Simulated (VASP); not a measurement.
Wanted: the native input for a VASP 6.6.1 run.

```yaml
Task: single point
Functional: LDA
Potentials_or_basis: VASP PAW LDA potentials, release 64 (Cd_sv_GW)
Cutoff: 630 eV
k_mesh: 9 × 9 × 9
Occupations: fermi-dirac, width 0.05 eV
Spin: no spin polarisation
Dipole_correction: no
Further_INCAR_settings: ALGO = Normal; EDIFF = 1e-06; NBANDS = 16
```

The structure of Cd lies in POSCAR:

```
Cd
1.0
    0.0000000000      2.1546063733      2.1546063733
    2.1546063733      0.0000000000      2.1546063733
    2.1546063733      2.1546063733      0.0000000000
Cd
1
Direct
    0.0000000000      0.0000000000      0.0000000000
```

This isn't the form of Cd at room conditions, which is hcp.

These files were run (other wordings do the same):

INCAR

```
SYSTEM = Cd
  PREC = Accurate
  ENCUT = 630
  EDIFF = 1E-6
  ISMEAR = -1
  SIGMA = 0.05
  LREAL = .FALSE.
  LASPH = .TRUE.
  NELM = 120
  ALGO = Normal
  ISIF = 2
  LWAVE = .FALSE.
  LCHARG = .FALSE.
  NBANDS = 16
  GGA_COMPAT = .FALSE.
```

KPOINTS

```
regular mesh
0
G
  9 9 9
  0 0 0
```

Potentials or basis: VASP PAW LDA potentials, release 64 (Cd_sv_GW).

Command:

```sh
$ cat potpaw_LDA.64/Cd_sv_GW/POTCAR > POTCAR
$ mpirun -np 1 vasp_std > vasp.out
```

Results of the run:

```
Pressure               : -0.1 GPa
Band gap on the k mesh : zero (bands 10 and 11 overlap by 1.50 eV)
```

Run time: 9.6 s on 1 thread of Intel(R) Xeon(R) Platinum 8559C (Emerald Rapids), with other jobs on the host, peak memory 0.15 GiB.
